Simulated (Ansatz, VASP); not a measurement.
**Be3TeSe2 in VASP and in Ansatz**

```xyz
12
Lattice="3.7850 0.0000 0.0000 0.0000 3.7850 0.0000 0.0000 0.0000 15.9786" Properties=species:S:1:pos:R:3 pbc="T T T"
Be    1.8925    1.8925    2.9539
Be    3.7850    0.0000    5.4704
Be    1.8925    1.8925    7.9893
Be    3.7850    0.0000   10.5082
Be    1.8925    1.8925   13.0247
Be    0.0000    3.7850   15.9786
Te    0.0000    1.8925    1.4700
Te    1.8925    3.7850   14.5086
Se    1.8925    3.7850    4.2088
Se    3.7850    1.8925    6.7294
Se    1.8925    3.7850    9.2492
Se    3.7850    1.8925   11.7698
```

Alike in both runs: task single point; functional PBE; k mesh 4 × 4 × 1; occupations gaussian, width 0.1 eV; no spin polarisation.

```csv
,VASP,Ansatz
version,VASP 6.6.1,Ansatz 0.2.0
potentials or method,"VASP PAW PBE potentials, release 64 (Be, Te, Se), cutoff 520 eV","scalar-relativistic, plane waves, PAW"
valence electrons in the cell,48,108
```

```csv
,VASP,Ansatz,Ansatz less VASP
gap on the k mesh at the Fermi level (eV),1.96,1.97,+0.012
least direct gap on the mesh (eV),1.96,1.97,+0.012
pressure (GPa),0.3,0.2,-0.17
"traceless stress, the component that is largest in VASP (GPa)",-0.47,-0.47,+0.001
```

VASP's potentials hold 48 valence electrons a cell and Ansatz's 108, so a difference there can come from the potentials and not from the codes.

Neither program's run includes spin-orbit coupling.
